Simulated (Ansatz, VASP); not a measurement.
**One calculation of Ga4AsP3, two programs**

```
Ga P As
1.0
     5.56017    0.00000    0.00000
     0.00000    5.56017    0.00000
     0.00000    0.00000    5.56017
Ga P As
4 3 1
Direct
  0.75414 0.75414 0.24586
  0.75414 0.24586 0.75414
  0.24586 0.75414 0.75414
  0.24586 0.24586 0.24586
  0.50000 0.00000 0.00000
  0.00000 0.50000 0.00000
  0.00000 0.00000 0.50000
  0.50000 0.50000 0.50000
```

Alike in both runs: task relaxation of cell and atoms; functional PBE; k mesh 6 × 6 × 6; occupations gaussian, width 0.02 eV; no spin polarisation.

|  | VASP | Ansatz |
| --- | --- | --- |
| version | VASP 6.6.1 | Ansatz 0.2.0 |
| potentials or method | VASP PAW PBE potentials, release 64 (Ga_d, P, As), cutoff 600 eV | scalar-relativistic, plane waves, PAW |
| valence electrons in the cell | 72 | 82 |

```tsv
	VASP	Ansatz	Ansatz less VASP
gap on the k mesh at the Fermi level, each at its own relaxed structure (eV)	1.15	1.16	+0.011
relaxed volume (Å³/atom)	21.55	21.53	-0.021
relaxed cell length with the largest relative difference (Å)	5.566	5.564	-0.0018
```

VASP's potentials hold 72 valence electrons a cell and Ansatz's 82, so a difference there can come from the potentials and not from the codes.
